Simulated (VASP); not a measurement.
A run of VASP 6.6.1 is set up as follows.

File POSCAR:

```
MgS
1.0
    4.0140013155      0.0000000000      0.0000000000
   -2.0070006577      3.4762271101      0.0000000000
    0.0000000000      0.0000000000      6.5851896194
Mg S
2 2
Direct
    0.3333333333      0.6666666667      0.0003440772
    0.6666666667      0.3333333333      0.5003440772
    0.3333333333      0.6666666667      0.3746559228
    0.6666666667      0.3333333333      0.8746559228
```

Contents of INCAR.step1:

```
SYSTEM = MgS
  ALGO = Normal
  EDIFF = 1E-4
  ENCUT = 600
  GGA = PE
  ISMEAR = 0
  LASPH = .True.
  LCHARG = .False.
  LREAL = .False.
  LWAVE = .True.
  NELM = 100
  PREC = Accurate
  SIGMA = 0.02
```

Contents of INCAR.step2:

```
SYSTEM = MgS
  ALGO = Normal
  EDIFF = 1E-7
  EDIFFG = -0.01
  ENCUT = 600
  IBRION = 2
  ISIF = 3
  ISMEAR = 0
  ISTART = 1
  LASPH = .True.
  LCHARG = .False.
  LMIXTAU = .True.
  LREAL = .False.
  LWAVE = .False.
  METAGGA = R2SCAN
  NELM = 100
  NSW = 80
  PREC = Accurate
  SIGMA = 0.02
```

Contents of KPOINTS:

```
k-points
0
Gamma
  6 6 4
  0 0 0
```

Potentials or basis: VASP PAW PBE potentials, release 64 (Mg, S).

Command:

```bash
$ cat potpaw_PBE.64/Mg/POTCAR potpaw_PBE.64/S/POTCAR > POTCAR
$ cp INCAR.step1 INCAR
$ mpirun -np 1 vasp_std > vasp.out
$ cp INCAR.step2 INCAR
$ mpirun -np 1 vasp_std > vasp.out
```

Problem. Predict the space group after relaxing (to 0.05 Å).

Solution. P6_3mc (No. 186).

Problem. Estimate the relaxed cell.

Solution. a = 4.022 Å, b = 4.022 Å, c = 6.448 Å, α = 90.00°, β = 90.00°, γ = 120.00°.

Problem. What does it give for the band gap on the k mesh?

Solution. 4.16 eV, direct.

Problem. What does it give for the relaxed volume?

Solution. 22.58 Å³/atom.

Final structure:
```
Mg S
1.0
     4.02197    0.00000    0.00000
    -2.01098    3.48313    0.00000
     0.00000    0.00000    6.44799
Mg S
2 2
Cartesian
  0.0000 2.3221 6.4299
  2.0110 1.1610 3.2059
  0.0000 2.3221 2.4361
  2.0110 1.1610 5.6601
```

Caveat: the PAW data sets were made with another functional, which shifts forces and pressure a little. r2SCAN opens gaps a little over a GGA but as a rule still falls short of measured ones.
